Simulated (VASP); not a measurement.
Runs of VASP 6.6.1 on CdS. It takes space group Fm-3m (No. 225, cubic). The conventional cell has a = 5.506 Å, b = 5.506 Å, c = 5.506 Å, α = 90.00°, β = 90.00°, γ = 90.00°. Cd (site symmetry m-3m) has 6 S at 2.75 Å within 3.6 Å. Within 3.6 Å of S (site symmetry m-3m) lie 6 Cd at 2.75 Å. 

| k mesh | gap on the mesh (eV) | pressure (GPa) |
| --- | --- | --- |
| 5 × 5 × 5 | 0.62 | -3.9 |
| 4 × 4 × 4 | 0.12 | (a) |
| 2 × 2 × 2 | - | 2.8 |
| 7 × 7 × 7 | (b) | -4.0 |

Alike in all rows: task single point; level PBEsol; potentials or basis VASP PAW PBE potentials, release 64 (Cd, S); no spin polarisation; cell as given; cutoff (eV) 500; smearing fermi-dirac 0.05 eV.

**Question.** Estimate the missing entries.

**Answer.** (a) -3.6; (b) 0.39.

Caveats: some runs use coarse meshes; the PAW data sets were made with another functional, which shifts forces and pressure a little.

A k mesh can miss the band edges, and the runs leave out spin-orbit coupling on Cd.
